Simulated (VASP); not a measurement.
# TeS2 (Fm-3m) in VASP: a series of runs

TeS2 is run at these levels: r2SCAN; tasks: single point, relaxation of cell and atoms.

Everything below comes from runs of VASP 6.6.1. Logs are shortened: lines on timing, memory, paths and dates and some standing lists are left out, and cuts for length are marked.

## 1. The cell of the first run

It takes space group Fm-3m (No. 225, cubic). The conventional cell has a = 6.525 Å, b = 6.525 Å, c = 6.525 Å, α = 90.00°, β = 90.00°, γ = 90.00°. Within 3.7 Å of Te (site symmetry m-3m) lie 8 S at 2.83 Å. S (site symmetry -43m) has 4 Te at 2.83 Å and 6 S at 3.26 Å within 3.7 Å.

## 2. Single point, r2SCAN

Input file POSCAR:

```
TeS2
1.0
    0.0000000000      3.2627464991      3.2627464991
    3.2627464991      0.0000000000      3.2627464991
    3.2627464991      3.2627464991      0.0000000000
Te S
1 2
Direct
    0.0000000000      0.0000000000      0.0000000000
    0.2500000000      0.2500000000      0.2500000000
    0.7500000000      0.7500000000      0.7500000000
```

Input file INCAR.step1:

```
PREC = Accurate
ENCUT = 520
ISMEAR = 0
SIGMA = 0.1
LREAL = False
LASPH = True
NELM = 100
NBANDS = 16
GGA = PE
ALGO = Normal
EDIFF = 1E-4
LWAVE = True
LCHARG = False
```

Input file INCAR.step2:

```
PREC = Accurate
ENCUT = 520
EDIFF = 1E-6
ISMEAR = 0
SIGMA = 0.1
LREAL = False
LASPH = True
NELM = 100
ALGO = Normal
ISIF = 2
LWAVE = False
LCHARG = False
METAGGA = R2SCAN
LMIXTAU = True
NBANDS = 16
ISTART = 1
```

Input file KPOINTS:

```
regular mesh
0
Gamma
  12 12 12
```

Potentials or basis: VASP PAW PBE potentials, release 64 (Te, S).

Launch:

```sh
cat potpaw_PBE.64/Te/POTCAR potpaw_PBE.64/S/POTCAR > POTCAR
cp INCAR.step1 INCAR
mpirun -np 1 vasp_std > vasp.out
cp INCAR.step2 INCAR
mpirun -np 1 vasp_std > vasp.out
```

OUTCAR:

```text
PREC = Accurate
   ENCUT = 520
   EDIFF = 1E-6
   ISMEAR = 0
   LREAL = False
   LASPH = True
   NELM = 100
   ISIF = 2
   METAGGA = R2SCAN
   ISTART = 1

 ion  position               nearest neighbor table
   1  0.000  0.000  0.000-   3 2.83   3 2.83   3 2.83   2 2.83   3 2.83   2 2.83   2 2.83   2 2.83

   2  0.250  0.250  0.250-   1 2.83   1 2.83   1 2.83   1 2.83
   3  0.750  0.750  0.750-   1 2.83   1 2.83   1 2.83   1 2.83

  LATTYP: Found a face centered cubic cell.
 ALAT       =     6.5254929982

  Lattice vectors:

 A1 = (   0.0000000000,   3.2627464991,   3.2627464991)
 A2 = (   3.2627464991,   0.0000000000,   3.2627464991)
 A3 = (   3.2627464991,   3.2627464991,   0.0000000000)

Analysis of symmetry for initial positions (statically):
=====================================================================
 Subroutine PRICEL returns:
 Original cell was already a primitive cell.

 Routine SETGRP: Setting up the symmetry group for a
 face centered cubic supercell.

 Subroutine GETGRP returns: Found 48 space group operations
 (whereof 48 operations were pure point group operations)
 out of a pool of 48 trial point group operations.

The static configuration has the point symmetry O_h .

Analysis of symmetry for dynamics (positions and initial velocities):
=====================================================================
 Subroutine PRICEL returns:
 Original cell was already a primitive cell.

 Routine SETGRP: Setting up the symmetry group for a
 face centered cubic supercell.

 Subroutine GETGRP returns: Found 48 space group operations
 (whereof 48 operations were pure point group operations)
 out of a pool of 48 trial point group operations.

The dynamic configuration has the point symmetry O_h .

 Subroutine INISYM returns: Found 48 space group operations
 (whereof 48 operations are pure point group operations),
 and found     1 'primitive' translations

----------------------------------------------------------------------------------------

                                     Primitive cell

  volume of cell :      69.4672

  direct lattice vectors                    reciprocal lattice vectors
     0.000000000  3.262746499  3.262746499    -0.153245127  0.153245127  0.153245127
     3.262746499  0.000000000  3.262746499     0.153245127 -0.153245127  0.153245127
     3.262746499  3.262746499  0.000000000     0.153245127  0.153245127 -0.153245127

  length of vectors
     4.614220350  4.614220350  4.614220350     0.265428345  0.265428345  0.265428345

  position of ions in fractional coordinates (direct lattice)
     0.000000000  0.000000000  0.000000000
     0.250000000  0.250000000  0.250000000
     0.750000000  0.750000000  0.750000000

  ion indices of the primitive-cell ions
   primitive index   ion index
                 1           1
                 2           2
                 3           3

----------------------------------------------------------------------------------------

 KPOINTS: regular mesh

Automatic generation of k-mesh.
 Grid dimensions read from file:
 generate k-points for:   12   12   12

 Generating k-lattice:

  Cartesian coordinates                     Fractional coordinates (reciprocal lattice)
    -0.012770427  0.012770427  0.012770427     0.083333333  0.000000000  0.000000000
     0.012770427 -0.012770427  0.012770427     0.000000000  0.083333333  0.000000000
     0.012770427  0.012770427 -0.012770427     0.000000000  0.000000000  0.083333333

  Length of vectors
     0.022119029  0.022119029  0.022119029

  Shift w.r.t. Gamma in fractional coordinates (k-lattice)
     0.000000000  0.000000000  0.000000000

 Subroutine IBZKPT returns following result:
 ===========================================

 Found     72 irreducible k-points:

 Following reciprocal coordinates:
            Coordinates               Weight
  0.000000  0.000000  0.000000      1.000000
  0.083333  0.000000  0.000000      8.000000
  0.166667  0.000000  0.000000      8.000000
  0.250000  0.000000  0.000000      8.000000
  0.333333  0.000000  0.000000      8.000000
  0.416667  0.000000  0.000000      8.000000
[... 16 lines left out ...]
  0.500000  0.166667  0.000000     24.000000
 -0.416667  0.166667  0.000000     24.000000
 [... further k-points ...]
   k-points           NKPTS =     72   k-points in BZ     NKDIM =     72   number of bands    NBANDS=     16
   number of dos      NEDOS =    301   number of ions     NIONS =      3
   total plane-waves  NPLWV =  46656
   dimension x,y,z NGX =    36 NGY =   36 NGZ =   36
   dimension x,y,z NGXF=    72 NGYF=   72 NGZF=   72
   ions per type =               1   2
   NGX,Y,Z   is equivalent  to a cutoff of  12.97, 12.97, 12.97 a.u.
   NGXF,Y,Z  is equivalent  to a cutoff of  25.94, 25.94, 25.94 a.u.
 SYSTEM =  unknown system
   PREC   = accura    normal or accurate (medium, high low for compatibility)
   ISTART =      1    job   : 0-new  1-cont  2-samecut
   ICHARG =      0    charge: 1-file 2-atom 10-const
   ISPIN  =      1    spin polarized calculation?
   LNONCOLLINEAR =      F non collinear calculations
   LSORBIT =      F    spin-orbit coupling
   LASPH  =      T    aspherical Exc in radial PAW
   ENCUT  =  520.0 eV  38.22 Ry    6.18 a.u.   8.58  8.58  8.58*2*pi/ulx,y,z
   NELM   =    100;   NELMIN=  2; NELMDL=  0     # of ELM steps
   EDIFF  = 0.1E-05   stopping-criterion for ELM
   LREAL  =      F    real-space projection
   EDIFFG = 0.1E-04   stopping-criterion for IOM
   NSW    =      0    number of steps for IOM
   IBRION =     -1    ionic relax: 0-MD 1-quasi-New 2-CG
   NFREE  =      0    steps in history (QN), initial steepest desc. (CG)
   ISIF   =      2    stress and relaxation
   ISYM   =      2    0-nonsym 1-usesym 2-fastsym
   POTIM  = 0.5000    time-step for ionic-motion
   TEBEG  =    0.0;   TEEND  =   0.0 temperature during run
   PSTRESS=    0.0 pullay stress
   NELECT =      18.0000    total number of electrons
   NUPDOWN=      -1.0000    fix difference up-down
   EMIN   =  10.00;   EMAX   =-10.00  energy-range for DOS
   EFERMI =   0.00;   METHOD = LEGACY
   ISMEAR =     0;   SIGMA  =   0.10  broadening in eV -4-tet -1-fermi 0-gaus
   EFERMI_NEDOS =   21; number of points for ismear=-14 and -15
   IALGO  =     38    algorithm
   IMIX   =      4    mixing-type and parameters
     AMIX     =   0.40;   BMIX     =  1.00
     AMIX_MAG =   1.60;   BMIX_MAG =  1.00
  volume/ion in A,a.u.               =      23.16       156.26
  Fermi-wavevector in a.u.,A,eV,Ry     =   1.043692  1.972292 14.820730  1.089293
  Thomas-Fermi vector in A             =   2.178412
   LORBIT       =      0    0 simple, 1 ext, 2 COOP (PROOUT), +10 PAW based schemes
   METAGGA = R2SCAN    functional components
   LHFCALC =     F    Hartree Fock is set to
   AEXX    =    0.0000 exact exchange contribution
   IVDW    =     0    specifies the selected vdW correction
   LEPSILON=     F    determine dielectric tensor
   LRPA    =     F    only Hartree local field effects (RPA)
 non-spin polarized calculation
 Gauss-broadening in eV      SIGMA  =   0.10
  energy-cutoff  :      520.00
  volume of cell :       69.47
 maximum number of plane-waves:      1893
 NGX is ok and might be reduce to    36
   NGX = 17   NGY = 17   NGZ = 17

 number of electron      18.0000000 magnetization

 Free energy of the ion-electron system (eV)
  ---------------------------------------------------
  ext. energy  EPLUGINS =         0.00000000
  ---------------------------------------------------
  free energy    TOTEN  =       -40.03709921 eV

  energy without entropy =      -40.03198003  energy(sigma->0) =      -40.03453962

 E-fermi :   5.7936     XC(G=0): -10.1607

 val. band max:        5.7777041374   @ k =   0.1667   0.1667   0.0000
 cond. band min:       5.8037912437   @ k =   0.5000   0.4167   0.0000
 fundamental gap:      0.0260871063
 Fermi energy:         5.7935813719

 k-point     1 :       0.0000    0.0000    0.0000
  band No.  band energies     occupation
      1     -10.1108      2.00000
      2      -5.7404      2.00000
      3      -2.6946      2.00000
      4       2.1836      2.00000
      5       2.1836      2.00000
      6       2.1836      2.00000
[... 8 lines left out ...]
     15      12.9761      0.00000
     16      18.3954      0.00000

 k-point     2 :       0.0833    0.0000    0.0000
  band No.  band energies     occupation
      1     -10.0512      2.00000
      2      -5.7922      2.00000
      3      -2.8902      2.00000
      4       1.6705      2.00000
      5       1.8476      2.00000
      6       1.8476      2.00000
[... 8 lines left out ...]
     15      13.1751      0.00000
     16      17.5530      0.00000

 k-point     3 :       0.1667    0.0000    0.0000
  band No.  band energies     occupation
      1      -9.8743      2.00000
      2      -5.9537      2.00000
      3      -3.3772      2.00000
      4       1.4832      2.00000
      5       1.5134      2.00000
      6       1.5135      2.00000
[... 8 lines left out ...]
     15      13.5945      0.00000
     16      16.5133      0.00000

 k-point     4 :       0.2500    0.0000    0.0000
  band No.  band energies     occupation
      1      -9.5867      2.00000
      2      -6.2438      2.00000
      3      -3.9370      2.00000
      4       1.2383      2.00000
      5       1.2383      2.00000
      6       1.5361      2.00000
[... 8 lines left out ...]
     15      13.5688      0.00000
     16      16.4120      0.00000
[... 324 lines left out ...]
 k-point    22 :       0.4167    0.1667    0.0000
  band No.  band energies     occupation
      1      -8.8567      2.00000
      2      -6.7954      2.00000
      3      -5.0327      2.00000
      4       0.3679      2.00000
      5       0.6805      2.00000
      6       2.1155      2.00000
[... 8 lines left out ...]
     15      14.5562      0.00000
     16      15.0727      0.00000

 k-point    23 :       0.5000    0.1667    0.0000
  band No.  band energies     occupation
      1      -8.4381      2.00000
      2      -7.2460      2.00000
      3      -5.2412      2.00000
      4       0.4092      2.00000
      5       0.7036      2.00000
      6       1.9242      2.00000
[... 8 lines left out ...]
     15      14.8469      0.00000
     16      15.6509      0.00000

 k-point    24 :      -0.4167    0.1667    0.0000
  band No.  band energies     occupation
      1      -8.3406      2.00000
      2      -7.3579      2.00000
      3      -5.2671      2.00000
      4       0.5530      2.00000
      5       0.7317      2.00000
      6       1.7398      2.00000
[... 8 lines left out ...]
     15      14.8373      0.00000
     16      15.6253      0.00000

 [... further k-points ...]

------------------------ aborting loop because EDIFF is reached ----------------------------------------

  FORCE on cell =-STRESS in cart. coord.  units (eV):
  Direction    XX          YY          ZZ          XY          YZ          ZX
  --------------------------------------------------------------------------------------
  -------------------------------------------------------------------------------------
  Total       -0.0883996     -0.0883996     -0.0883996      0.0000000     -0.0000000      0.0000000
  in kB       -2.0388296     -2.0388296     -2.0388296      0.0000000     -0.0000000      0.0000000
  external PRESSURE =      -2.0388296 kB  Pullay stress =       0.0000000 kB

 VOLUME and BASIS-vectors are now :
 -----------------------------------------------------------------------------
  energy-cutoff  :      520.00
  volume of cell :       69.47
      direct lattice vectors                 reciprocal lattice vectors
     0.000000000  3.262746499  3.262746499    -0.153245127  0.153245127  0.153245127
     3.262746499  0.000000000  3.262746499     0.153245127 -0.153245127  0.153245127
     3.262746499  3.262746499  0.000000000     0.153245127  0.153245127 -0.153245127

 POSITION                                       TOTAL-FORCE (eV/Angst)
 -----------------------------------------------------------------------------------
      0.00000      0.00000      0.00000        -0.000000      0.000000     -0.000000
      1.63137      1.63137      1.63137         0.000000      0.000000      0.000000
      4.89412      4.89412      4.89412        -0.000000     -0.000000     -0.000000
 -----------------------------------------------------------------------------------
    total drift:                                0.000000      0.000000      0.000000

  FREE ENERGIE OF THE ION-ELECTRON SYSTEM (eV)
  ---------------------------------------------------
  free  energy   TOTEN  =       -40.0370992106 eV

  energy  without entropy=      -40.0319800278  energy(sigma->0) =      -40.03453962
```

Run time: 1.8 min. Hardware: 1 thread of Intel Xeon 6975P-C (Granite Rapids), shared host; peak memory 0.26 GiB.

What came out:

- Free energy: -40.0371 eV
- Pressure: -0.2 GPa
- Band gap on the k mesh: zero (bands 9 and 10 overlap by 0.46 eV)

Caveat: the PAW data sets were made with another functional, which shifts forces and pressure a little; spin-orbit coupling is left out, which moves the levels of the heavy elements.

## 3. Relaxation of cell and atoms, r2SCAN

This run uses another cell than the first one, of 24.47 Å³/atom.

Input file POSCAR:

```
TeS2
1.0
    0.0000000000      3.3232472203      3.3232472203
    3.3232472203      0.0000000000      3.3232472203
    3.3232472203      3.3232472203      0.0000000000
Te S
1 2
Direct
    0.0000000000      0.0000000000      0.0000000000
    0.2500000000      0.2500000000      0.2500000000
    0.7500000000      0.7500000000      0.7500000000
```

INCAR.step1: that of step 2 with these lines changed.

```diff
@@ -1,3 +1,3 @@
 PREC = Accurate
-ENCUT = 520
+ENCUT = 600
 ISMEAR = 0
@@ -7,3 +7,2 @@
 NELM = 100
-NBANDS = 16
 GGA = PE
```

Input file INCAR.step2:

```
PREC = Accurate
ENCUT = 600
EDIFF = 1E-6
ISMEAR = 0
SIGMA = 0.1
LREAL = False
LASPH = True
NELM = 100
ALGO = Normal
ISIF = 3
LWAVE = False
LCHARG = False
METAGGA = R2SCAN
LMIXTAU = True
IBRION = 2
NSW = 100
EDIFFG = -0.01
ISTART = 1
```

Input file KPOINTS:

```
Automatic mesh
0
Gamma
  12 12 12
```

Potentials or basis: VASP PAW PBE potentials, release 64 (Te, S).

Launch:

```sh
cat potpaw_PBE.64/Te/POTCAR potpaw_PBE.64/S/POTCAR > POTCAR
cp INCAR.step1 INCAR
mpirun -np 1 vasp_std > vasp.out
cp INCAR.step2 INCAR
mpirun -np 1 vasp_std > vasp.out
```

It took 6.2 min on 1 thread of Intel Xeon 6975P-C (Granite Rapids), shared host; peak memory 0.31 GiB.

Results (log left out):

```
Free energy                           : -40.0384 eV
Relaxed volume                        : 23.09 Å³/atom
Relaxed cell                          : a = 4.610 Å, b = 4.610 Å, c = 4.610 Å, α = 60.00°, β = 60.00°, γ = 60.00°
Space group after relaxing (to 0.1 Å) : Fm-3m (No. 225)
Energy gained by relaxing             : 16.4 meV/atom
Ionic steps                           : 3
Pressure after relaxing               : 0.0 GPa
Band gap on the k mesh                : zero (bands 9 and 10 overlap by 0.46 eV)
```

The path:
```tsv
step	energy change (eV)	largest force (eV/Å)	pressure (GPa)	volume (Å³)
1	0.0000	0.0000	-3.64	73.40
2	-0.0404	0.0000	1.77	67.65
3	-0.0493	0.0000	0.00	69.28
```

Final structure:
```xyz
3
Lattice="0.0000 3.2598 3.2598 3.2598 0.0000 3.2598 3.2598 3.2598 0.0000" Properties=species:S:1:pos:R:3 pbc="T T T"
Te    0.0000    0.0000    0.0000
S     1.6299    1.6299    1.6299
S     4.8897    4.8897    4.8897
```

Levels at points of the mesh, in eV from the Fermi level:
```csv
k point,band 5,band 6,band 7,band 8,band 9,band 10,band 11,band 12,band 13
"(0.00, 0.00, 0.00)",-3.62,-3.62,-3.56,-3.56,-3.56,0.78,0.78,0.78,5.78
"(0.50, 0.00, 0.00)",-4.94,-3.95,-2.73,-2.73,-0.30,2.11,2.11,2.93,6.80
"(0.50, 0.50, 0.00)",-6.21,-2.78,-0.48,-0.48,0.05,0.12,2.94,2.94,6.13
```

Caveat: the PAW data sets were made with another functional, which shifts forces and pressure a little; spin-orbit coupling is left out, which moves the levels of the heavy elements.

The gap in the log of VASP goes by the Fermi energy; the results here count the filled bands.